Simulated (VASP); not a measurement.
# SrGe12Pt4 (Im-3) in VASP: single point with LDA

Aim: the single point of SrGe12Pt4 with LDA.

Everything below comes from runs of VASP 6.6.1. Logs are shortened: lines on timing, memory, paths and dates and some standing lists are left out, and cuts for length are marked.

**1. The cell of the first run**

It takes space group Im-3 (No. 204, cubic). Conventional cell: a = 8.576 Å, b = 8.576 Å, c = 8.576 Å, α = 90.00°, β = 90.00°, γ = 90.00°. Within 4.3 Å of Sr (site symmetry m-3) lie 12 Ge at 3.31 Å and 8 Pt at 3.71 Å. Within 3.3 Å of Ge (site symmetry m) lie 2 Pt at 2.48 Å and 6 Ge at 2.49 to 3.25 Å. Within 3.3 Å of Pt (site symmetry -3) lie 6 Ge at 2.48 Å.

**2. Single point, LDA**

INCAR reads:

```
PREC = Accurate ; ENCUT = 520
EDIFF = 1E-6 ; ISMEAR = 0
SIGMA = 0.1 ; LREAL = Auto
LASPH = T ; NELM = 100
ALGO = Normal ; ISIF = 2
LWAVE = F ; LCHARG = F
NBANDS = 123
```

KPOINTS reads:

```
Automatic mesh
0
Gamma
  6 6 6
```

POSCAR reads:

```
SrGe12Pt4
1.0
   -4.2878704957      4.2878704957      4.2878704957
    4.2878704957     -4.2878704957      4.2878704957
    4.2878704957      4.2878704957     -4.2878704957
Sr Ge Pt
1 12 4
Direct
    0.0000000000      0.0000000000      0.0000000000
    0.8494160099      0.4946363078      0.6452202979
    0.6452202979      0.1505839901      0.7958042880
    0.5053636922      0.3547797021      0.1505839901
    0.1505839901      0.7958042880      0.6452202979
    0.3547797021      0.1505839901      0.5053636922
    0.7958042880      0.6452202979      0.1505839901
    0.1505839901      0.5053636922      0.3547797021
    0.2041957120      0.3547797021      0.8494160099
    0.8494160099      0.2041957120      0.3547797021
    0.3547797021      0.8494160099      0.2041957120
    0.6452202979      0.8494160099      0.4946363078
    0.4946363078      0.6452202979      0.8494160099
    0.5000000000      0.5000000000      0.5000000000
    0.0000000000      0.5000000000      0.0000000000
    0.5000000000      0.0000000000      0.0000000000
    0.0000000000      0.0000000000      0.5000000000
```

Potentials or basis: VASP PAW LDA potentials, release 64 (Sr_sv, Ge_d, Pt).

Started as:

```
> cat potpaw_LDA.64/Sr_sv/POTCAR potpaw_LDA.64/Ge_d/POTCAR potpaw_LDA.64/Pt/POTCAR > POTCAR
> mpirun -np 1 vasp_std > vasp.out
```

OUTCAR:

```text
PREC = Accurate
   ENCUT = 520
   EDIFF = 1E-6
   ISMEAR = 0
   LREAL = Auto
   LASPH = T
   NELM = 100
   ISIF = 2

 ion  position               nearest neighbor table
   1  0.000  0.000  0.000-   4 3.31   8 3.31   6 3.31  12 3.31   2 3.31  13 3.31  10 3.31   5 3.31
                            11 3.31   7 3.31   9 3.31   3 3.31  17 3.71  14 3.71  17 3.71  15 3.71
   2  0.849  0.495  0.645-  14 2.48  15 2.48  10 2.49   5 2.58   1 3.31
   3  0.645  0.151  0.796-  15 2.48  16 2.48   6 2.49  12 2.58   1 3.31
   4  0.505  0.355  0.151-  14 2.48  16 2.48   7 2.49   9 2.58   1 3.31
   5  0.151  0.796  0.645-  16 2.48  17 2.48   8 2.49   2 2.58   1 3.31
   6  0.355  0.151  0.505-  14 2.48  17 2.48   3 2.49  11 2.58   1 3.31
   7  0.796  0.645  0.151-  17 2.48  15 2.48   4 2.49  13 2.58   1 3.31
   8  0.151  0.505  0.355-  14 2.48  15 2.48   5 2.49  10 2.58   1 3.31
   9  0.204  0.355  0.849-  17 2.48  15 2.48  13 2.49   4 2.58   1 3.31
  10  0.849  0.204  0.355-  16 2.48  17 2.48   2 2.49   8 2.58   1 3.31
  11  0.355  0.849  0.204-  15 2.48  16 2.48  12 2.49   6 2.58   1 3.31
  12  0.645  0.849  0.495-  14 2.48  17 2.48  11 2.49   3 2.58   1 3.31
  13  0.495  0.645  0.849-  14 2.48  16 2.48   9 2.49   7 2.58   1 3.31
  14  0.500  0.500  0.500-   2 2.48   4 2.48   6 2.48   8 2.48  12 2.48  13 2.48   1 3.71   1 3.71

  15  0.000  0.500  0.000-   3 2.48  11 2.48   8 2.48   2 2.48   9 2.48   7 2.48   1 3.71   1 3.71

  16  0.500  0.000  0.000-   5 2.48  10 2.48   4 2.48  13 2.48  11 2.48   3 2.48   1 3.71   1 3.71

  17  0.000  0.000  0.500-   7 2.48   9 2.48   6 2.48  12 2.48  10 2.48   5 2.48   1 3.71   1 3.71

  LATTYP: Found a body centered cubic cell.
 ALAT       =     8.5757409914

  Lattice vectors:

 A1 = (  -4.2878704957,   4.2878704957,   4.2878704957)
 A2 = (   4.2878704957,  -4.2878704957,   4.2878704957)
 A3 = (   4.2878704957,   4.2878704957,  -4.2878704957)

Analysis of symmetry for initial positions (statically):
=====================================================================
 Subroutine PRICEL returns:
 Original cell was already a primitive cell.

 Routine SETGRP: Setting up the symmetry group for a
 body centered cubic supercell.

 Subroutine GETGRP returns: Found 24 space group operations
 (whereof 24 operations were pure point group operations)
 out of a pool of 48 trial point group operations.

The static configuration has the point symmetry T_h .

Analysis of symmetry for dynamics (positions and initial velocities):
=====================================================================
 Subroutine PRICEL returns:
 Original cell was already a primitive cell.

 Routine SETGRP: Setting up the symmetry group for a
 body centered cubic supercell.

 Subroutine GETGRP returns: Found 24 space group operations
 (whereof 24 operations were pure point group operations)
 out of a pool of 48 trial point group operations.

The dynamic configuration has the point symmetry T_h .

 Subroutine INISYM returns: Found 24 space group operations
 (whereof 24 operations are pure point group operations),
 and found     1 'primitive' translations

----------------------------------------------------------------------------------------

                                     Primitive cell

  volume of cell :     315.3443

  direct lattice vectors                    reciprocal lattice vectors
    -4.287870496  4.287870496  4.287870496     0.000000000  0.116607999  0.116607999
     4.287870496 -4.287870496  4.287870496     0.116607999  0.000000000  0.116607999
     4.287870496  4.287870496 -4.287870496     0.116607999  0.116607999  0.000000000

  length of vectors
     7.426809555  7.426809555  7.426809555     0.164908614  0.164908614  0.164908614

  position of ions in fractional coordinates (direct lattice)
     0.000000000  0.000000000  0.000000000
     0.849416010  0.494636308  0.645220298
     0.645220298  0.150583990  0.795804288
     0.505363692  0.354779702  0.150583990
     0.150583990  0.795804288  0.645220298
     0.354779702  0.150583990  0.505363692
[... 9 lines left out ...]
     0.500000000  0.000000000  0.000000000
     0.000000000  0.000000000  0.500000000

  ion indices of the primitive-cell ions
   primitive index   ion index
                 1           1
                 2           2
                 3           3
                 4           4
                 5           5
                 6           6
[... 9 lines left out ...]
                16          16
                17          17

----------------------------------------------------------------------------------------

 KPOINTS: Automatic mesh

Automatic generation of k-mesh.
 Grid dimensions read from file:
 generate k-points for:    6    6    6

 Generating k-lattice:

  Cartesian coordinates                     Fractional coordinates (reciprocal lattice)
     0.000000000  0.019434667  0.019434667     0.166666667  0.000000000  0.000000000
     0.019434667  0.000000000  0.019434667     0.000000000  0.166666667  0.000000000
     0.019434667  0.019434667  0.000000000     0.000000000  0.000000000  0.166666667

  Length of vectors
     0.027484769  0.027484769  0.027484769

  Shift w.r.t. Gamma in fractional coordinates (k-lattice)
     0.000000000  0.000000000  0.000000000

 Subroutine IBZKPT returns following result:
 ===========================================

 Found     18 irreducible k-points:

 Following reciprocal coordinates:
            Coordinates               Weight
  0.000000  0.000000  0.000000      1.000000
  0.166667  0.000000  0.000000     12.000000
  0.333333  0.000000  0.000000     12.000000
  0.500000  0.000000  0.000000      6.000000
  0.166667  0.166667  0.000000     24.000000
  0.333333  0.166667  0.000000     24.000000
[... 10 lines left out ...]
  0.500000  0.500000  0.333333     12.000000
  0.500000  0.500000  0.500000      1.000000
   k-points           NKPTS =     18   k-points in BZ     NKDIM =     18   number of bands    NBANDS=    123
   number of dos      NEDOS =    301   number of ions     NIONS =     17
   total plane-waves  NPLWV = 175616
   dimension x,y,z NGX =    56 NGY =   56 NGZ =   56
   dimension x,y,z NGXF=   112 NGYF=  112 NGZF=  112
   ions per type =               1  12   4
   NGX,Y,Z   is equivalent  to a cutoff of  12.54, 12.54, 12.54 a.u.
   NGXF,Y,Z  is equivalent  to a cutoff of  25.07, 25.07, 25.07 a.u.
 SYSTEM =  unknown system
   PREC   = accura    normal or accurate (medium, high low for compatibility)
   ISTART =      0    job   : 0-new  1-cont  2-samecut
   ICHARG =      2    charge: 1-file 2-atom 10-const
   ISPIN  =      1    spin polarized calculation?
   LNONCOLLINEAR =      F non collinear calculations
   LSORBIT =      F    spin-orbit coupling
   LASPH  =      T    aspherical Exc in radial PAW
   ENCUT  =  520.0 eV  38.22 Ry    6.18 a.u.  13.81 13.81 13.81*2*pi/ulx,y,z
   NELM   =    100;   NELMIN=  2; NELMDL= -5     # of ELM steps
   EDIFF  = 0.1E-05   stopping-criterion for ELM
   LREAL  =      T    real-space projection
   EDIFFG = 0.1E-04   stopping-criterion for IOM
   NSW    =      0    number of steps for IOM
   IBRION =     -1    ionic relax: 0-MD 1-quasi-New 2-CG
   NFREE  =      0    steps in history (QN), initial steepest desc. (CG)
   ISIF   =      2    stress and relaxation
   ISYM   =      2    0-nonsym 1-usesym 2-fastsym
   POTIM  = 0.5000    time-step for ionic-motion
   TEBEG  =    0.0;   TEEND  =   0.0 temperature during run
   PSTRESS=    0.0 pullay stress
   NELECT =     218.0000    total number of electrons
   NUPDOWN=      -1.0000    fix difference up-down
   EMIN   =  10.00;   EMAX   =-10.00  energy-range for DOS
   EFERMI =   0.00;   METHOD = LEGACY
   ISMEAR =     0;   SIGMA  =   0.10  broadening in eV -4-tet -1-fermi 0-gaus
   EFERMI_NEDOS =   21; number of points for ismear=-14 and -15
   IALGO  =     38    algorithm
   IMIX   =      4    mixing-type and parameters
     AMIX     =   0.40;   BMIX     =  1.00
     AMIX_MAG =   1.60;   BMIX_MAG =  1.00
  volume/ion in A,a.u.               =      18.55       125.18
  Fermi-wavevector in a.u.,A,eV,Ry     =   1.447545  2.735463 28.509455  2.095386
  Thomas-Fermi vector in A             =   2.565487
   LORBIT       =      0    0 simple, 1 ext, 2 COOP (PROOUT), +10 PAW based schemes
   GGA     = CA    functional components
   LHFCALC =     F    Hartree Fock is set to
   AEXX    =    0.0000 exact exchange contribution
   IVDW    =     0    specifies the selected vdW correction
   LEPSILON=     F    determine dielectric tensor
   LRPA    =     F    only Hartree local field effects (RPA)
 non-spin polarized calculation
 Gauss-broadening in eV      SIGMA  =   0.10
  energy-cutoff  :      520.00
  volume of cell :      315.34
 maximum number of plane-waves:      8583
   NGX = 27   NGY = 27   NGZ = 27

 number of electron     218.0000061 magnetization

 Free energy of the ion-electron system (eV)
  ---------------------------------------------------
  ext. energy  EPLUGINS =         0.00000000
  ---------------------------------------------------
  free energy    TOTEN  =      -101.12629952 eV

  energy without entropy =     -101.07442774  energy(sigma->0) =     -101.10036363

 E-fermi :   6.6921     XC(G=0): -11.6992

 val. band max:        6.6765385129   @ k =  -0.3333   0.5000   0.1667
 cond. band min:       6.7014096353   @ k =   0.3333   0.1667   0.1667
 fundamental gap:      0.0248711224
 Fermi energy:         6.6920965155

 k-point     1 :       0.0000    0.0000    0.0000
  band No.  band energies     occupation
      1     -28.2715      2.00000
      2     -17.7658      2.00000
      3     -17.7658      2.00000
      4     -17.7586      2.00000
      5     -17.6986      2.00000
      6     -17.6986      2.00000
[... 113 lines left out ...]
    120      10.0951      0.00000
    121      10.1581      0.00000

 k-point     2 :       0.1667    0.0000    0.0000
  band No.  band energies     occupation
      1     -28.2715      2.00000
      2     -17.7659      2.00000
      3     -17.7652      2.00000
      4     -17.7589      2.00000
      5     -17.6993      2.00000
      6     -17.6993      2.00000
[... 1981 lines left out ...]
      4     -17.7588      2.00000
      5     -17.7026      2.00000
      6     -17.7026      2.00000
[... 113 lines left out ...]
    120      11.0959      0.00000
    121      11.1019      0.00000
 [bands above 121 left out]

------------------------ aborting loop because EDIFF is reached ----------------------------------------

  FORCE on cell =-STRESS in cart. coord.  units (eV):
  Direction    XX          YY          ZZ          XY          YZ          ZX
  --------------------------------------------------------------------------------------
  -------------------------------------------------------------------------------------
  Total        0.6749401      0.6749401      0.6749401      0.0000000      0.0000000      0.0000000
  in kB        3.4291842      3.4291842      3.4291842      0.0000000      0.0000000      0.0000000
  external PRESSURE =       3.4291842 kB  Pullay stress =       0.0000000 kB

 VOLUME and BASIS-vectors are now :
 -----------------------------------------------------------------------------
  energy-cutoff  :      520.00
  volume of cell :      315.34
      direct lattice vectors                 reciprocal lattice vectors
    -4.287870496  4.287870496  4.287870496     0.000000000  0.116607999  0.116607999
     4.287870496 -4.287870496  4.287870496     0.116607999  0.000000000  0.116607999
     4.287870496  4.287870496 -4.287870496     0.116607999  0.116607999  0.000000000

 POSITION                                       TOTAL-FORCE (eV/Angst)
 -----------------------------------------------------------------------------------
      0.00000      0.00000      0.00000        -0.000000     -0.000000     -0.000000
      1.24537      4.28787      2.99650        -0.014823     -0.000000      0.013105
      1.29137      5.53324      0.00000        -0.013105     -0.014823      0.000000
      0.00000      1.29137      3.04250        -0.000000     -0.013105      0.014823
      5.53324      0.00000      1.29137        -0.014823     -0.000000     -0.013105
      1.29137      3.04250      0.00000        -0.013105      0.014823     -0.000000
[... 9 lines left out ...]
     -2.14394      2.14394      2.14394        -0.000000     -0.000000     -0.000000
      2.14394      2.14394     -2.14394        -0.000000     -0.000000     -0.000000
 -----------------------------------------------------------------------------------
    total drift:                                0.000000     -0.000000      0.000000

  FREE ENERGIE OF THE ION-ELECTRON SYSTEM (eV)
  ---------------------------------------------------
  free  energy   TOTEN  =      -101.1262995233 eV

  energy  without entropy=     -101.0744277404  energy(sigma->0) =     -101.10036363
```

Run time: 32 min. Hardware: 1 thread of Intel Xeon Platinum 8259CL at 2.50GHz (Skylake/Cascade Lake), shared host; peak memory 0.62 GiB.

What came out:

- Free energy: -101.1263 eV
- Pressure: 0.3 GPa
- Largest force: 0.020 eV/Å
- Band gap on the k mesh: zero (band 109 reaches 6.86 eV, above the bottom of band 110 at 6.21 eV)

Forces on the atoms (eV/Å):
```
Sr   0.000  0.000  0.000
Ge  -0.015  0.000  0.013
Ge  -0.013 -0.015  0.000
Ge   0.000 -0.013  0.015
Ge  -0.015  0.000 -0.013
Ge  -0.013  0.015  0.000
Ge   0.000 -0.013 -0.015
Ge   0.015  0.000 -0.013
Ge   0.000  0.013  0.015
Ge   0.015  0.000  0.013
Ge   0.013  0.015  0.000
Ge   0.013 -0.015  0.000
Ge   0.000  0.013 -0.015
Pt   0.000  0.000  0.000
Pt   0.000  0.000  0.000
Pt   0.000  0.000  0.000
Pt   0.000  0.000  0.000
```

Caveat: spin-orbit coupling is left out, which moves the levels of the heavy elements.
